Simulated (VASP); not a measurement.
# BeTe in VASP: notebook, part 2 of 2

VASP 6.6.1. Earlier steps stand in the parts before.

### Step 4. Relaxation of cell and atoms, LDA

This run uses another cell than the first one, of 21.25 Å³/atom, 0.979 times its volume.

Contents of INCAR:

```
SYSTEM = BeTe
PREC     = Accurate       ! precision mode
ENCUT    = 600            ! plane-wave cutoff, eV
EDIFF    = 1E-6           ! SCF threshold, eV
ISMEAR   = -1             ! smearing method
SIGMA    = 0.08           ! smearing width, eV
LREAL    = .False.        ! projectors in reciprocal space
LASPH    = .True.         ! aspherical terms in the spheres
NELM     = 80             ! most SCF steps
ALGO     = Normal         ! electronic algorithm
ISIF     = 3              ! what is computed and relaxed
LWAVE    = .False.        ! write WAVECAR
LCHARG   = .False.        ! write CHGCAR
GGA      = CA             ! functional
IBRION   = 2              ! ionic algorithm
NSW      = 100            ! ionic steps
EDIFFG   = -0.002         ! ionic threshold
```

Contents of KPOINTS:

```
Automatic mesh
0
Gamma
  12 12 12
  0 0 0
```

Contents of POSCAR:

```
BeTe
1.0
    2.7700000000      2.7700000000      0.0000000000
   -2.7700000000      2.7700000000      0.0000000000
    0.0000000000      2.7700000000      2.7700000000
Be Te
1 1
Direct
    0.0000000000      0.0000000000      0.0000000000
    0.7500000000      0.2500000000      0.5000000000
```

Potentials or basis: VASP PAW LDA potentials, release 64 (Be, Te).

Run with:

```bash
$ cat potpaw_LDA.64/Be/POTCAR potpaw_LDA.64/Te/POTCAR > POTCAR
$ mpirun -np 1 vasp_std > vasp.out
```

OUTCAR:

```text
SYSTEM = BeTe
   PREC = Accurate
   ENCUT = 600
   EDIFF = 1E-6
   ISMEAR = -1
   LREAL = .False.
   LASPH = .True.
   NELM = 80
   ISIF = 3
   GGA = CA
   IBRION = 2
   NSW = 100
   EDIFFG = -0.002

 ion  position               nearest neighbor table
   1  0.000  0.000  0.000-   2 2.40   2 2.40   2 2.40   2 2.40
   2  0.750  0.250  0.500-   1 2.40   1 2.40   1 2.40   1 2.40

  LATTYP: Found a face centered cubic cell.
 ALAT       =     5.5400000000

  Lattice vectors:

 A1 = (   0.0000000000,   2.7700000000,   2.7700000000)
 A2 = (   2.7700000000,   0.0000000000,   2.7700000000)
 A3 = (   2.7700000000,   2.7700000000,   0.0000000000)

Analysis of symmetry for initial positions (statically):
=====================================================================
 Subroutine PRICEL returns:
 Original cell was already a primitive cell.

 Routine SETGRP: Setting up the symmetry group for a
 face centered cubic supercell.

 Subroutine GETGRP returns: Found 24 space group operations
 (whereof 24 operations were pure point group operations)
 out of a pool of 48 trial point group operations.

The static configuration has the point symmetry T_d .

Analysis of symmetry for dynamics (positions and initial velocities):
=====================================================================
 Subroutine PRICEL returns:
 Original cell was already a primitive cell.

 Routine SETGRP: Setting up the symmetry group for a
 face centered cubic supercell.

 Subroutine GETGRP returns: Found 24 space group operations
 (whereof 24 operations were pure point group operations)
 out of a pool of 48 trial point group operations.

The dynamic configuration has the point symmetry T_d .

 Subroutine INISYM returns: Found 24 space group operations
 (whereof 24 operations are pure point group operations),
[... 120 lines left out ...]
   LORBIT       =      0    0 simple, 1 ext, 2 COOP (PROOUT), +10 PAW based schemes
   GGA     = CA    functional components
   LHFCALC =     F    Hartree Fock is set to
   AEXX    =    0.0000 exact exchange contribution
   IVDW    =     0    specifies the selected vdW correction
   LEPSILON=     F    determine dielectric tensor
   LRPA    =     F    only Hartree local field effects (RPA)
 conjugate gradient relaxation of ions
 non-spin polarized calculation
  energy-cutoff  :      600.00
  volume of cell :       42.51
 maximum number of plane-waves:      1435
   NGX = 15   NGY = 15   NGZ = 15

--------------------------------------- Ionic step        1  -------------------------------------------

 number of electron       8.0000000 magnetization

 Free energy of the ion-electron system (eV)
  ---------------------------------------------------
  ext. energy  EPLUGINS =         0.00000000
  ---------------------------------------------------
  free energy    TOTEN  =        -8.72618524 eV

  energy without entropy =       -8.72618491  energy(sigma->0) =       -8.72618508

------------------------ aborting loop because EDIFF is reached ----------------------------------------

  FORCE on cell =-STRESS in cart. coord.  units (eV):
  Direction    XX          YY          ZZ          XY          YZ          ZX
  --------------------------------------------------------------------------------------
  -------------------------------------------------------------------------------------
  Total        0.2088824      0.2088824      0.2088824      0.0000000      0.0000000      0.0000000
  in kB        7.8730522      7.8730522      7.8730522      0.0000000      0.0000000      0.0000000
  external PRESSURE =       7.8730522 kB  Pullay stress =       0.0000000 kB
[... 59 lines left out ...]
--------------------------------------- Ionic step        3  -------------------------------------------

 number of electron       8.0000000 magnetization

 Free energy of the ion-electron system (eV)
  ---------------------------------------------------
  ext. energy  EPLUGINS =         0.00000000
  ---------------------------------------------------
  free energy    TOTEN  =        -8.72742881 eV

  energy without entropy =       -8.72742853  energy(sigma->0) =       -8.72742867

 E-fermi :   6.2783     XC(G=0):  -9.4151

 val. band max:        5.3696924196   @ k =   0.0000   0.0000   0.0000
 cond. band min:       7.1502864433   @ k =   0.5000   0.5000   0.0000
 fundamental gap:      1.7805940237
 Fermi energy:         6.2782749194

 k-point     1 :       0.0000    0.0000    0.0000
  band No.  band energies     occupation
      1      -7.1991      2.00000
      2       5.3697      1.99998
      3       5.3697      1.99998
      4       5.3697      1.99998
      5       8.9229      0.00000
      6       8.9229      0.00000
      7       8.9229      0.00000
      8       9.3699      0.00000
[... 243 lines left out ...]
 k-point    24 :      -0.4167    0.1667    0.0000
  band No.  band energies     occupation
      1      -5.9301      2.00000
      2       0.5813      2.00000
      3       3.3021      2.00000
      4       3.6153      2.00000
      5       8.6432      0.00000
      6      10.6174      0.00000
      7      11.2842      0.00000
      8      11.4370      0.00000

 [... further k-points ...]
[... 5 lines left out ...]
  --------------------------------------------------------------------------------------
  -------------------------------------------------------------------------------------
  Total       -0.0008248     -0.0008248     -0.0008248     -0.0000000      0.0000000      0.0000000
  in kB       -0.0307176     -0.0307176     -0.0307176     -0.0000000      0.0000000      0.0000000
  external PRESSURE =      -0.0307176 kB  Pullay stress =       0.0000000 kB
[... 17 lines left out ...]
  FREE ENERGIE OF THE ION-ELECTRON SYSTEM (eV)
  ---------------------------------------------------
  free  energy   TOTEN  =        -8.7274288128 eV

  energy  without entropy=       -8.7274285256  energy(sigma->0) =       -8.72742867

 reached required accuracy - stopping structural energy minimisation
```

OSZICAR:

```text
N       E                     dE             d eps       ncg     rms          rms(c)
DAV:   1     0.217885038467E+02    0.21789E+02   -0.37926E+03  1152   0.918E+02
DAV:   2    -0.814961284964E+01   -0.29938E+02   -0.28943E+02  1600   0.999E+01
DAV:   3    -0.894634561712E+01   -0.79673E+00   -0.79673E+00  1464   0.224E+01
[... 19 lines left out ...]
DAV:   2    -0.872746817408E+01    0.15778E-03   -0.36349E-04  1168   0.108E-01    0.335E-02
DAV:   3    -0.872743158134E+01    0.36593E-04   -0.15644E-04  1264   0.622E-02    0.171E-02
DAV:   4    -0.872742993824E+01    0.16431E-05   -0.36671E-06  1248   0.146E-02    0.138E-02
DAV:   5    -0.872742882281E+01    0.11154E-05   -0.21436E-06  1128   0.795E-03    0.227E-03
DAV:   6    -0.872742881282E+01    0.99917E-08   -0.16256E-07   576   0.259E-03
   3 F= -.87274288E+01 E0= -.87274287E+01  d E =-.124357E-02
```

It took 29 s on 1 thread of Intel Xeon Platinum 8259CL at 2.50GHz (Skylake/Cascade Lake), shared host; peak memory 0.18 GiB.

What came out:

```yaml
Free_energy: -8.7274 eV
Relaxed_volume: 21.51 Å³/atom
Relaxed_cell: a = 3.933 Å, b = 3.933 Å, c = 3.933 Å, α = 60.00°, β = 60.00°, γ = 90.00°
Space_group_after_relaxing_to_0.05_Å: F-43m (No. 216)
Energy_gained_by_relaxing: 0.6 meV/atom
Ionic_steps: 3
Pressure_after_relaxing: 0.0 GPa
Band_gap_on_the_k_mesh: 1.78 eV, indirect (least direct gap 3.55 eV)
```

Step by step:
```
step  energy change (eV)  largest force (eV/Å)  pressure (GPa)  volume (Å³)
   1              0.0000                0.0000            0.79        42.51
   2             -0.0012                0.0000           -0.19        43.15
   3             -0.0012                0.0000            0.00        43.02
```

Final structure:
```xyz
2
Lattice="2.7811 2.7811 0.0000 -2.7811 2.7811 0.0000 0.0000 2.7811 2.7811" Properties=species:S:1:pos:R:3 pbc="T T T"
Be    0.0000    0.0000    0.0000
Te    1.3906    4.1717    1.3906
```

Levels at points of the mesh, in eV from the valence-band top:
| k point | band 2 | band 3 | band 4 | band 5 | band 6 | band 7 |
| --- | --- | --- | --- | --- | --- | --- |
| (0.00, 0.00, 0.00) | 0.00 | 0.00 | 0.00 | 3.55 | 3.55 | 3.55 |
| (0.50, 0.00, 0.00) | -5.78 | -1.19 | -1.19 | 3.15 | 4.54 | 4.54 |
| (0.50, 0.50, 0.00) | -5.28 | -2.79 | -2.79 | 1.78 | 2.60 | 9.83 |

Caveat: spin-orbit coupling is left out, which moves the levels of the heavy elements. A k mesh can miss the band edges.

### Step 5. Single point, LDA

This run uses another cell than the first one, of 21.42 Å³/atom, 0.986 times its volume.

Contents of INCAR:

```
SYSTEM = BeTe
PREC = Accurate ; ENCUT = 520
EDIFF = 1E-6 ; ISMEAR = 0
SIGMA = 0.01 ; LREAL = .False.
LASPH = .True. ; NELM = 80
ALGO = Normal ; ISIF = 2
LWAVE = .False. ; LCHARG = .False.
GGA = CA ; NBANDS = 11
```

Contents of KPOINTS:

```
regular mesh
0
Gamma
  8 8 8
  0 0 0
```

Contents of POSCAR:

```
BeTe
1.0
    2.7772249640      2.7772249640      0.0000000000
   -2.7772249640      2.7772249640      0.0000000000
    0.0000000000      2.7772249640      2.7772249640
Be Te
1 1
Direct
    0.0000000000      0.0000000000      0.0000000000
    0.7500000000      0.2500000000      0.5000000000
```

Potentials or basis: VASP PAW LDA potentials, release 64 (Be, Te).

Run with:

```bash
$ cat potpaw_LDA.64/Be/POTCAR potpaw_LDA.64/Te/POTCAR > POTCAR
$ mpirun -np 1 vasp_std > vasp.out
```

OUTCAR:

```text
SYSTEM = BeTe
   PREC = Accurate
   ENCUT = 520
   EDIFF = 1E-6
   ISMEAR = 0
   LREAL = .False.
   LASPH = .True.
   NELM = 80
   ISIF = 2
   GGA = CA

 ion  position               nearest neighbor table
   1  0.000  0.000  0.000-   2 2.41   2 2.41   2 2.41   2 2.41
   2  0.750  0.250  0.500-   1 2.41   1 2.41   1 2.41   1 2.41

  LATTYP: Found a face centered cubic cell.
 ALAT       =     5.5544499280

  Lattice vectors:

 A1 = (   0.0000000000,   2.7772249640,   2.7772249640)
 A2 = (   2.7772249640,   0.0000000000,   2.7772249640)
 A3 = (   2.7772249640,   2.7772249640,   0.0000000000)
[... 513 lines left out ...]
      7      12.1668      0.00000
      8      13.2252      0.00000
      9      13.8945      0.00000
     10      16.9957      0.00000
     11      17.3535      0.00000

 [... further k-points ...]
[... 5 lines left out ...]
  --------------------------------------------------------------------------------------
  -------------------------------------------------------------------------------------
  Total        0.0757310      0.0757310      0.0757310      0.0000000      0.0000000      0.0000000
  in kB        2.8321822      2.8321822      2.8321822      0.0000000      0.0000000      0.0000000
  external PRESSURE =       2.8321822 kB  Pullay stress =       0.0000000 kB

 VOLUME and BASIS-vectors are now :
 -----------------------------------------------------------------------------
  energy-cutoff  :      520.00
  volume of cell :       42.84
      direct lattice vectors                 reciprocal lattice vectors
     2.777224964  2.777224964  0.000000000     0.180035829  0.180035829 -0.180035829
    -2.777224964  2.777224964  0.000000000    -0.180035829  0.180035829 -0.180035829
     0.000000000  2.777224964  2.777224964     0.000000000  0.000000000  0.360071659

 POSITION                                       TOTAL-FORCE (eV/Angst)
 -----------------------------------------------------------------------------------
      0.00000      0.00000      0.00000         0.000000      0.000000      0.000000
      1.38861      4.16584      1.38861         0.000000     -0.000000      0.000000
 -----------------------------------------------------------------------------------
    total drift:                               -0.000000      0.000000     -0.000000

  FREE ENERGIE OF THE ION-ELECTRON SYSTEM (eV)
  ---------------------------------------------------
  free  energy   TOTEN  =        -8.7264914567 eV

  energy  without entropy=       -8.7264914567  energy(sigma->0) =       -8.72649146
```

OSZICAR:

```text
N       E                     dE             d eps       ncg     rms          rms(c)
DAV:   1     0.181112779197E+02    0.18111E+02   -0.33471E+03   638   0.591E+02
DAV:   2    -0.771532924608E+01   -0.25827E+02   -0.24972E+02   859   0.885E+01
DAV:   3    -0.893107931019E+01   -0.12158E+01   -0.12138E+01   818   0.202E+01
DAV:   4    -0.894363854597E+01   -0.12559E-01   -0.12558E-01   733   0.239E+00
DAV:   5    -0.894389166446E+01   -0.25312E-03   -0.25312E-03   800   0.331E-01    0.449E+00
DAV:   6    -0.878084688292E+01    0.16304E+00   -0.17928E-01   722   0.154E+00    0.261E+00
DAV:   7    -0.872720675417E+01    0.53640E-01   -0.13648E-01   749   0.152E+00    0.473E-01
DAV:   8    -0.872642957509E+01    0.77718E-03   -0.65642E-03   697   0.442E-01    0.118E-01
DAV:   9    -0.872648526222E+01   -0.55687E-04   -0.20855E-04   800   0.923E-02    0.480E-02
DAV:  10    -0.872649174095E+01   -0.64787E-05   -0.23725E-05   686   0.232E-02    0.174E-02
DAV:  11    -0.872649145670E+01    0.28424E-06   -0.10282E-06   576   0.589E-03
   1 F= -.87264915E+01 E0= -.87264915E+01  d E =-.307212E-56
```

Wall time 30 s (1 thread of AMD EPYC 7R13, shared host); peak memory 0.12 GiB.

What came out:

```yaml
Free_energy: -8.7265 eV
Pressure: 0.3 GPa
Band_gap_on_the_k_mesh: 1.77 eV, indirect (least direct gap 3.55 eV)
```

Caveat: spin-orbit coupling is left out, which moves the levels of the heavy elements. A k mesh can miss the band edges.

### Step 6. Single point, LDA (in-plane strain -0.02, then relaxed in part)

Contents of INCAR:

```
SYSTEM = BeTe
ALGO     = Normal         ! electronic algorithm
EDIFF    = 1E-6           ! SCF threshold, eV
ENCUT    = 520            ! plane-wave cutoff, eV
ISIF     = 2              ! what is computed and relaxed
ISMEAR   = 0              ! smearing method
LASPH    = .True.         ! aspherical terms in the spheres
LCHARG   = .False.        ! write CHGCAR
LREAL    = .False.        ! projectors in reciprocal space
LWAVE    = .False.        ! write WAVECAR
NBANDS   = 11             ! bands
NELM     = 100            ! most SCF steps
PREC     = Accurate       ! precision mode
SIGMA    = 0.01           ! smearing width, eV
```

Contents of KPOINTS:

```
k-points
0
Gamma
  8 8 8
  0 0 0
```

Contents of POSCAR:

```
BeTe
1.0
    2.7216804648      2.7216804648      0.0000000000
   -2.7216804648      2.7216804648      0.0000000000
    0.0000000000      2.7216804648      2.8214384606
Be Te
1 1
Direct
    0.0000000000      0.0000000000      0.0000000000
    0.7500000000      0.2500000000      0.5000000000
```

Potentials or basis: VASP PAW LDA potentials, release 64 (Be, Te).

Run with:

```bash
$ cat potpaw_LDA.64/Be/POTCAR potpaw_LDA.64/Te/POTCAR > POTCAR
$ mpirun -np 1 vasp_std > vasp.out
```

Run time: 58 s. Hardware: 1 thread of AMD EPYC 7R13, shared host; peak memory 0.14 GiB.

Results (log left out):

```yaml
Free_energy: -8.7118 eV
Pressure: 2.0 GPa
Band_gap_on_the_k_mesh: 1.55 eV, indirect (least direct gap 3.44 eV)
```

Stress tensor (GPa, compression positive):
```
2.77 0.00 0.00
0.00 2.77 0.00
0.00 0.00 0.31
```

Levels at points of the mesh, in eV from the valence-band top:
```tsv
k point	band 2	band 3	band 4	band 5	band 6	band 7
(0.00, 0.00, 0.00)	-0.22	0.00	0.00	3.44	3.44	3.51
(0.50, 0.00, 0.00)	-6.04	-1.48	-1.15	3.10	4.40	4.58
(0.50, 0.50, 0.00)	-5.44	-3.09	-3.02	1.55	2.39	9.79
(0.00, 0.00, 0.50)	-5.65	-2.79	-2.79	1.82	2.69	9.91
```

Caveat: the cell differs from its parent crystal (in-plane strain -0.02, then relaxed in part); spin-orbit coupling is left out, which moves the levels of the heavy elements. A k mesh can miss the band edges.

### Step 7. Summary

```csv
task,cell,k mesh,cutoff (eV),smearing,gap on the mesh (eV),pressure (GPa)
single point,"a = 3.967, b = 3.967, c = 3.936 Å, angles 59.7, 59.7, 90.0°, 2 atoms",8 × 8 × 8,520,gaussian 0.01 eV,1.67,-0.6
single point,"a = 3.928 Å, angles 60.0, 60.0, 90.0°, 2 atoms",12 × 12 × 12,520,fermi-dirac 0.08 eV,1.77,0.3
relaxation of cell and atoms,"relaxed from a = 3.917 Å, angles 60.0, 60.0, 90.0°, 2 atoms",12 × 12 × 12,600,fermi-dirac 0.08 eV,1.78,0.0
single point,"a = 3.928 Å, angles 60.0, 60.0, 90.0°, 2 atoms",8 × 8 × 8,520,gaussian 0.01 eV,1.77,0.3
single point,"a = 3.849, b = 3.849, c = 3.920 Å, angles 60.6, 60.6, 90.0°, 2 atoms",8 × 8 × 8,520,gaussian 0.01 eV,1.55,2.0
```

Alike in all rows: level LDA; potentials or basis VASP PAW LDA potentials, release 64 (Be, Te); no spin polarisation.

Caveats: spin-orbit coupling is left out, which moves the levels of the heavy elements.

Absolute energies hang on the potentials; compare differences alone.
